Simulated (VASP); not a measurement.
Crystal: HfN.

```
Hf N
1.0
     0.00000    2.45482    2.45482
     2.45482    0.00000    2.45482
     2.45482    2.45482    0.00000
Hf N
1 1
Direct
  0.99847 0.99706 0.99660
  0.26378 0.24281 0.23936
```

Base run:

| Property | Result |
| --- | --- |
| Program | VASP 6.6.1 |
| Functional | PBE |
| Potentials or basis | VASP PAW PBE potentials, release 64 (Hf_pv, N) |
| Cutoff | 520 eV |
| k mesh | 7 × 7 × 7 |
| Occupations | gaussian, width 0.1 eV |
| Spin | no spin polarisation |

Its results: band gap on the k mesh zero (an odd number of electrons rules out a gap without spin polarisation); pressure -0.2 GPa; largest force 0.559 eV/Å.

Task: The run is repeated on the same cell with these changes: functional from PBE to r2SCAN. What comes out?

Result: Band gap on the k mesh zero (an odd number of electrons rules out a gap without spin polarisation); pressure -3.3 GPa; largest force 0.574 eV/Å.

Caveats: spin-orbit coupling is left out, which moves the levels of the heavy elements; the cell stands under tension (at least some runs); the PAW data sets were made with another functional, which shifts forces and pressure a little (at least some runs).
